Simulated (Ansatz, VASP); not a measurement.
**One calculation of Sb, two programs**

```
Sb
1.0
     2.22539    1.33007    3.79488
    -2.07582    1.26555    3.73037
     0.01891   -2.42714    3.70675
Sb
2
Direct
  0.23364 0.23364 0.23364
  0.76636 0.76636 0.76636
```

Change from the starting cell: equal xy, yz and zx shear strains of +3 %, crystal datasets.

Alike in both runs: task electric field gradients; functional PBE; k mesh 9 × 9 × 9; occupations fermi-dirac, width 0.05 eV; no spin polarisation.

```csv
,VASP,Ansatz
version,VASP 6.6.1,Ansatz 0.2.0
potentials or method,"VASP PAW PBE potentials, release 64 (Sb), cutoff 520 eV","all-electron PAW with datasets made for the crystal, scalar-relativistic"
```

|  | VASP | Ansatz | Ansatz less VASP |
| --- | --- | --- | --- |
| pressure (GPa) | 3.3 | 3.2 | -0.07 |
| traceless stress, the component that is largest in VASP (GPa) | -1.78 | -1.78 | +0.006 |
| rms of the force components (eV/Å) | 0.174 | 0.151 | -0.0226 |
| size of Vzz on the site where it differs most (V/Å²) | 50.9 | 54.5 | +3.56 |

Atom by atom the forces differ by 0.026 eV/Å (rms over components). Ansatz ran all-electron here, and VASP with PAW potentials.

Spin-orbit coupling is off throughout.
